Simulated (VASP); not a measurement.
# W (Im-3m) in VASP: notebook

Aim: see how the results for W move with the level of theory and the settings. Levels: LDA, r2SCAN. Tasks: single point.

Everything below comes from runs of VASP 6.6.1. Logs are shortened: lines on timing, memory, paths and dates and some standing lists are left out, and cuts for length are marked.

## 1. The cell of the first run

It takes space group Im-3m (No. 229, cubic). The conventional cell has a = 3.143 Å, b = 3.143 Å, c = 3.143 Å, α = 90.00°, β = 90.00°, γ = 90.00°. Within 3.6 Å of W (site symmetry m-3m) lie 14 W at 2.72 to 3.14 Å.

## 2. Single point, LDA

INCAR reads:

```
SYSTEM = W
ALGO = Fast ; EDIFF = 1E-7
ENCUT = 520 ; GGA = CA
ISIF = 2 ; ISMEAR = -1
LASPH = .True. ; LCHARG = .True.
LELF = .True. ; LREAL = .False.
LVHAR = .True. ; LWAVE = .False.
NBANDS = 13 ; NELM = 60
PREC = Accurate ; SIGMA = 0.05
```

KPOINTS reads:

```
k-points
0
Gamma
  12 12 12
  0 0 0
```

POSCAR reads:

```
W
1.0
   -1.5717249149      1.5717249149      1.5717249149
    1.5717249149     -1.5717249149      1.5717249149
    1.5717249149      1.5717249149     -1.5717249149
W
1
Direct
    0.0000000000      0.0000000000      0.0000000000
```

Potentials or basis: VASP PAW LDA potentials, release 64 (W_sv).

Command:

```
> cat potpaw_LDA.64/W_sv/POTCAR > POTCAR
> mpirun -np 1 vasp_std > vasp.out
```

OUTCAR:

```text
SYSTEM = W
   EDIFF = 1E-7
   ENCUT = 520
   GGA = CA
   ISIF = 2
   ISMEAR = -1
   LASPH = .True.
   LREAL = .False.
   NELM = 60
   PREC = Accurate

 ion  position               nearest neighbor table
   1  0.000  0.000  0.000-

  LATTYP: Found a body centered cubic cell.
 ALAT       =     3.1434498298

  Lattice vectors:

 A1 = (  -1.5717249149,   1.5717249149,   1.5717249149)
 A2 = (   1.5717249149,  -1.5717249149,   1.5717249149)
 A3 = (   1.5717249149,   1.5717249149,  -1.5717249149)

Analysis of symmetry for initial positions (statically):
=====================================================================
 Subroutine PRICEL returns:
 Original cell was already a primitive cell.

 Routine SETGRP: Setting up the symmetry group for a
 body centered cubic supercell.

 Subroutine GETGRP returns: Found 48 space group operations
 (whereof 48 operations were pure point group operations)
 out of a pool of 48 trial point group operations.

The static configuration has the point symmetry O_h .

Analysis of symmetry for dynamics (positions and initial velocities):
=====================================================================
 Subroutine PRICEL returns:
 Original cell was already a primitive cell.

 Routine SETGRP: Setting up the symmetry group for a
 body centered cubic supercell.

 Subroutine GETGRP returns: Found 48 space group operations
 (whereof 48 operations were pure point group operations)
 out of a pool of 48 trial point group operations.

The dynamic configuration has the point symmetry O_h .

 Subroutine INISYM returns: Found 48 space group operations
 (whereof 48 operations are pure point group operations),
 and found     1 'primitive' translations

----------------------------------------------------------------------------------------

                                     Primitive cell

  volume of cell :      15.5306

  direct lattice vectors                    reciprocal lattice vectors
    -1.571724915  1.571724915  1.571724915     0.000000000  0.318121826  0.318121826
     1.571724915 -1.571724915  1.571724915     0.318121826  0.000000000  0.318121826
     1.571724915  1.571724915 -1.571724915     0.318121826  0.318121826  0.000000000

  length of vectors
     2.722307408  2.722307408  2.722307408     0.449892201  0.449892201  0.449892201

  position of ions in fractional coordinates (direct lattice)
     0.000000000  0.000000000  0.000000000

  ion indices of the primitive-cell ions
   primitive index   ion index
                 1           1

----------------------------------------------------------------------------------------

 KPOINTS: k-points

Automatic generation of k-mesh.
 Grid dimensions read from file:
 generate k-points for:   12   12   12

 Generating k-lattice:

  Cartesian coordinates                     Fractional coordinates (reciprocal lattice)
     0.000000000  0.026510152  0.026510152     0.083333333  0.000000000  0.000000000
     0.026510152  0.000000000  0.026510152     0.000000000  0.083333333  0.000000000
     0.026510152  0.026510152  0.000000000     0.000000000  0.000000000  0.083333333

  Length of vectors
     0.037491017  0.037491017  0.037491017

  Shift w.r.t. Gamma in fractional coordinates (k-lattice)
     0.000000000  0.000000000  0.000000000

 Subroutine IBZKPT returns following result:
 ===========================================

 Found     72 irreducible k-points:

 Following reciprocal coordinates:
            Coordinates               Weight
  0.000000  0.000000  0.000000      1.000000
  0.083333  0.000000  0.000000     12.000000
  0.166667  0.000000  0.000000     12.000000
  0.250000  0.000000  0.000000     12.000000
  0.333333  0.000000  0.000000     12.000000
  0.416667  0.000000  0.000000     12.000000
[... 16 lines left out ...]
  0.333333  0.083333  0.083333     24.000000
  0.416667  0.083333  0.083333     12.000000
 [... further k-points ...]
   k-points           NKPTS =     72   k-points in BZ     NKDIM =     72   number of bands    NBANDS=     13
   number of dos      NEDOS =    301   number of ions     NIONS =      1
   total plane-waves  NPLWV =   8000
   dimension x,y,z NGX =    20 NGY =   20 NGZ =   20
   dimension x,y,z NGXF=    40 NGYF=   40 NGZF=   40
   ions per type =               1
   NGX,Y,Z   is equivalent  to a cutoff of  12.21, 12.21, 12.21 a.u.
   NGXF,Y,Z  is equivalent  to a cutoff of  24.43, 24.43, 24.43 a.u.
 SYSTEM =  W
   PREC   = accura    normal or accurate (medium, high low for compatibility)
   ISTART =      0    job   : 0-new  1-cont  2-samecut
   ICHARG =      2    charge: 1-file 2-atom 10-const
   ISPIN  =      1    spin polarized calculation?
   LNONCOLLINEAR =      F non collinear calculations
   LSORBIT =      F    spin-orbit coupling
   LASPH  =      T    aspherical Exc in radial PAW
   ENCUT  =  520.0 eV  38.22 Ry    6.18 a.u.   5.06  5.06  5.06*2*pi/ulx,y,z
   NELM   =     60;   NELMIN=  2; NELMDL= -5     # of ELM steps
   EDIFF  = 0.1E-06   stopping-criterion for ELM
   LREAL  =      F    real-space projection
   EDIFFG = 0.1E-05   stopping-criterion for IOM
   NSW    =      0    number of steps for IOM
   IBRION =     -1    ionic relax: 0-MD 1-quasi-New 2-CG
   NFREE  =      0    steps in history (QN), initial steepest desc. (CG)
   ISIF   =      2    stress and relaxation
   ISYM   =      2    0-nonsym 1-usesym 2-fastsym
   POTIM  = 0.5000    time-step for ionic-motion
   TEBEG  =    0.0;   TEEND  =   0.0 temperature during run
   PSTRESS=    0.0 pullay stress
   NELECT =      14.0000    total number of electrons
   NUPDOWN=      -1.0000    fix difference up-down
   EMIN   =  10.00;   EMAX   =-10.00  energy-range for DOS
   EFERMI =   0.00;   METHOD = LEGACY
   ISMEAR =    -1;   SIGMA  =   0.05  broadening in eV -4-tet -1-fermi 0-gaus
   EFERMI_NEDOS =   21; number of points for ismear=-14 and -15
   IALGO  =     68    algorithm
   IMIX   =      4    mixing-type and parameters
     AMIX     =   0.40;   BMIX     =  1.00
     AMIX_MAG =   1.60;   BMIX_MAG =  1.00
  volume/ion in A,a.u.               =      15.53       104.81
  Fermi-wavevector in a.u.,A,eV,Ry     =   1.581446  2.988499 34.027773  2.500971
  Thomas-Fermi vector in A             =   2.681520
   LORBIT       =      0    0 simple, 1 ext, 2 COOP (PROOUT), +10 PAW based schemes
   GGA     = CA    functional components
   LHFCALC =     F    Hartree Fock is set to
   AEXX    =    0.0000 exact exchange contribution
   IVDW    =     0    specifies the selected vdW correction
   LEPSILON=     F    determine dielectric tensor
   LRPA    =     F    only Hartree local field effects (RPA)
 non-spin polarized calculation
 RMM-DIIS sequential band-by-band and
  energy-cutoff  :      520.00
  volume of cell :       15.53
 maximum number of plane-waves:       430
   NGX = 11   NGY = 11   NGZ = 11

 number of electron      14.0000005 magnetization

 Free energy of the ion-electron system (eV)
  ---------------------------------------------------
  ext. energy  EPLUGINS =         0.00000000
  ---------------------------------------------------
  free energy    TOTEN  =       -14.10733809 eV

  energy without entropy =      -14.10213951  energy(sigma->0) =      -14.10473880

 E-fermi :  11.5951     XC(G=0): -13.9429

 val. band max:       11.5702994173   @ k =   0.4167   0.0000   0.0000
 cond. band min:      11.6408904778   @ k =   0.4167   0.0833   0.0000
 fundamental gap:      0.0705910604
 Fermi energy:        11.5950501191

 k-point     1 :       0.0000    0.0000    0.0000
  band No.  band energies     occupation
      1     -62.0902      2.00000
      2     -25.8667      2.00000
      3     -25.8667      2.00000
      4     -25.8667      2.00000
      5       1.9618      2.00000
      6      10.3315      2.00000
      7      10.3315      2.00000
      8      10.3315      2.00000
      9      13.8585      0.00000
     10      13.8585      0.00000
     11      26.2382      0.00000
     12      26.2382      0.00000
     13      26.2382      0.00000

 k-point     2 :       0.0833    0.0000    0.0000
  band No.  band energies     occupation
      1     -62.0801      2.00000
      2     -25.9686      2.00000
      3     -25.8983      2.00000
      4     -25.8672      2.00000
      5       2.3054      2.00000
      6      10.1255      2.00000
      7      10.2798      2.00000
      8      10.6655      2.00000
      9      13.5485      0.00000
     10      13.8621      0.00000
     11      26.5245      0.00000
     12      26.8191      0.00000
     13      27.0671      0.00000

 k-point     3 :       0.1667    0.0000    0.0000
  band No.  band energies     occupation
      1     -62.0525      2.00000
      2     -26.2405      2.00000
      3     -25.9838      2.00000
      4     -25.8688      2.00000
      5       3.2391      2.00000
      6       9.6082      2.00000
      7      10.0263      2.00000
      8      11.6419      0.56299
      9      13.1471      0.00000
     10      13.9066      0.00000
     11      27.0206      0.00000
     12      28.4527      0.00000
     13      28.7067      0.00000
[... 305 lines left out ...]
 k-point    23 :       0.3333    0.0833    0.0833
  band No.  band energies     occupation
      1     -61.9449      2.00000
      2     -27.1173      2.00000
      3     -26.3415      2.00000
      4     -25.9676      2.00000
      5       5.9685      2.00000
      6       8.0121      2.00000
      7      10.6557      2.00000
      8      14.0073      0.00000
      9      14.6857      0.00000
     10      18.4351      0.00000
     11      23.0049      0.00000
     12      24.4686      0.00000
     13      28.5638      0.00000

 k-point    24 :       0.4167    0.0833    0.0833
  band No.  band energies     occupation
      1     -61.9358      2.00000
      2     -27.1769      2.00000
      3     -26.3865      2.00000
      4     -25.9703      2.00000
      5       5.9176      2.00000
      6       7.9123      2.00000
      7      11.5093      1.69520
      8      14.0282      0.00000
      9      14.8036      0.00000
     10      19.2815      0.00000
     11      21.8399      0.00000
     12      23.9872      0.00000
     13      28.0459      0.00000

 [... further k-points ...]
[... 5 lines left out ...]
  --------------------------------------------------------------------------------------
  -------------------------------------------------------------------------------------
  Total       -0.0927900     -0.0927900     -0.0927900     -0.0000000     -0.0000000      0.0000000
  in kB       -9.5724308     -9.5724308     -9.5724308     -0.0000000     -0.0000000      0.0000000
  external PRESSURE =      -9.5724308 kB  Pullay stress =       0.0000000 kB

 VOLUME and BASIS-vectors are now :
 -----------------------------------------------------------------------------
  energy-cutoff  :      520.00
  volume of cell :       15.53
      direct lattice vectors                 reciprocal lattice vectors
    -1.571724915  1.571724915  1.571724915     0.000000000  0.318121826  0.318121826
     1.571724915 -1.571724915  1.571724915     0.318121826  0.000000000  0.318121826
     1.571724915  1.571724915 -1.571724915     0.318121826  0.318121826  0.000000000

 POSITION                                       TOTAL-FORCE (eV/Angst)
 -----------------------------------------------------------------------------------
      0.00000      0.00000      0.00000         0.000000     -0.000000     -0.000000
 -----------------------------------------------------------------------------------
    total drift:                                0.000000     -0.000000      0.000000

  FREE ENERGIE OF THE ION-ELECTRON SYSTEM (eV)
  ---------------------------------------------------
  free  energy   TOTEN  =       -14.1073380941 eV

  energy  without entropy=      -14.1021395136  energy(sigma->0) =      -14.10473880
```

Wall time 5.8 s (1 thread of Intel Xeon 6975P-C (Granite Rapids), shared host); peak memory 0.12 GiB.

What came out:

* Free energy: -14.1073 eV
* Pressure: -1.0 GPa
* Band gap on the k mesh: zero (band 7 reaches 16.92 eV, above the bottom of band 8 at 10.33 eV)

Levels at points of the mesh, in eV from the Fermi level:
```tsv
k point	band 5	band 6	band 7	band 8	band 9	band 10
(0.00, 0.00, 0.00)	-9.63	-1.26	-1.26	-1.26	2.26	2.26
(0.50, 0.00, 0.00)	-6.37	-3.65	0.93	2.18	3.17	6.35
(0.50, 0.50, 0.50)	-5.99	-5.99	5.33	5.33	5.33	8.55
```

Caveat: spin-orbit coupling is left out, which moves the levels of the heavy elements.

[end of part 1 of 2]
